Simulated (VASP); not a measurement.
**TeBr6: electric field gradients with PBE**

TeBr6:

```xyz
14
Lattice="7.4280 0.0000 0.0000 0.0000 7.4280 0.0000 0.0000 0.0000 11.0806" Properties=species:S:1:pos:R:3 pbc="T T T"
Te    3.7140    3.7140    5.5403
Te    0.0000    0.0000    0.0000
Br    3.7140    3.7140    2.9737
Br    0.0000    0.0000    8.5140
Br    3.7140    3.7140    8.1069
Br    0.0000    0.0000    2.5666
Br    5.8011    5.2387    5.5403
Br    1.6269    2.1894    5.5403
Br    5.3410    1.5247    0.0000
Br    2.0871    5.9034    0.0000
Br    5.2387    1.6269    5.5403
Br    2.1894    5.8011    5.5403
Br    1.5247    2.0871    0.0000
Br    5.9034    5.3410    0.0000
```

```yaml
Program: VASP 6.6.1
Task: electric field gradients
Functional: PBE
Potentials_or_basis: VASP PAW PBE potentials, release 64 (Te, Br)
Cutoff: 520 eV
k_mesh: 5 × 5 × 3
Occupations: fermi-dirac, width 0.05 eV
Spin: no spin polarisation
Dipole_correction: no
Further_INCAR_settings: ALGO = Normal; EDIFF = 1e-08; NBANDS = 61
```

```
Pressure      : 0.3 GPa
Largest force : 0.146 eV/Å
```

Forces on the atoms (eV/Å):
```
Te   0.000  0.000  0.000
Te   0.000  0.000  0.000
Br   0.000  0.000 -0.146
Br   0.000  0.000 -0.146
Br   0.000  0.000  0.146
Br   0.000  0.000  0.146
Br   0.118  0.050  0.000
Br  -0.118 -0.050  0.000
Br  -0.118  0.050  0.000
Br   0.118 -0.050  0.000
Br   0.050 -0.118  0.000
Br  -0.050  0.118  0.000
Br   0.050  0.118  0.000
Br  -0.050 -0.118  0.000
```

Stress tensor (GPa, compression positive):
```
0.17 0.00 0.00
0.00 0.17 0.00
0.00 0.00 0.50
```

Levels at points of the mesh, in eV from the Fermi level:
| k point | band 46 | band 47 | band 48 | band 49 | band 50 | band 51 |
| --- | --- | --- | --- | --- | --- | --- |
| (0.00, 0.00, 0.00) | -0.16 | -0.04 | -0.04 | -0.01 | 0.39 | 3.16 |

Electric field gradients, principal values (V/Å²):
| atom | least | middle | greatest (by size) |
| --- | --- | --- | --- |
| 1 Te | 5.568 | 5.568 | -11.136 |
| 2 Te | 5.568 | 5.568 | -11.136 |
| 3 Br | -339.030 | -339.030 | 678.059 |
| 4 Br | -339.030 | -339.030 | 678.059 |
| 5 Br | -339.030 | -339.030 | 678.059 |
| 6 Br | -339.030 | -339.030 | 678.059 |
| 7 Br | -311.078 | -345.739 | 656.817 |
| 8 Br | -311.078 | -345.739 | 656.817 |
| 9 Br | -311.078 | -345.739 | 656.817 |
| 10 Br | -311.078 | -345.739 | 656.817 |
| 11 Br | -311.078 | -345.739 | 656.817 |
| 12 Br | -311.078 | -345.739 | 656.817 |
| 13 Br | -311.078 | -345.739 | 656.817 |
| 14 Br | -311.078 | -345.739 | 656.817 |

It took 15 min on 1 thread of Intel(R) Xeon(R) Platinum 8259CL CPU @ 2.50GHz (Skylake/Cascade Lake) (shared host), peak memory 0.74 GiB.

Caveat: without QUAD_EFG the Cq values of the log hold for a quadrupole moment of 1 mb, not for the nuclei; spin-orbit coupling is left out, which moves the levels of the heavy elements.
